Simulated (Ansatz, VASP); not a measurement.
# Ge in VASP and in Ansatz

```xyz
2
Lattice="0.0000 2.9136 2.7863 2.9136 0.0000 2.7863 2.9136 2.9136 0.0000" Properties=species:S:1:pos:R:3 pbc="T T T"
Ge    2.9136    2.9136    2.7863
Ge    4.3704    4.3704    4.1795
```

Change from the starting cell: strain +0.030 along x and y, -0.015 along z, atoms carried along.

Alike in both runs: task single point; functional PBE; k mesh 14 × 14 × 14; occupations gaussian, width 0.15 eV; no spin polarisation.

```csv
,VASP,Ansatz
version,VASP 6.6.1,Ansatz 0.2.0
potentials or method,"VASP PAW PBE potentials, release 64 (Ge_d), cutoff 520 eV","scalar-relativistic, plane waves, PAW"
valence electrons in the cell,28,28
```

```csv
,VASP,Ansatz,Ansatz less VASP
gap on the k mesh at the Fermi level (eV),none,none,-
pressure (GPa),0.5,0.6,+0.11
"traceless stress, the component that is largest in VASP (GPa)",1.85,1.84,-0.008
```

A gap of «none» marks a metal or a gap that the smearing closes. With one functional, cell and mesh, what is left measures potentials, basis and numerics.
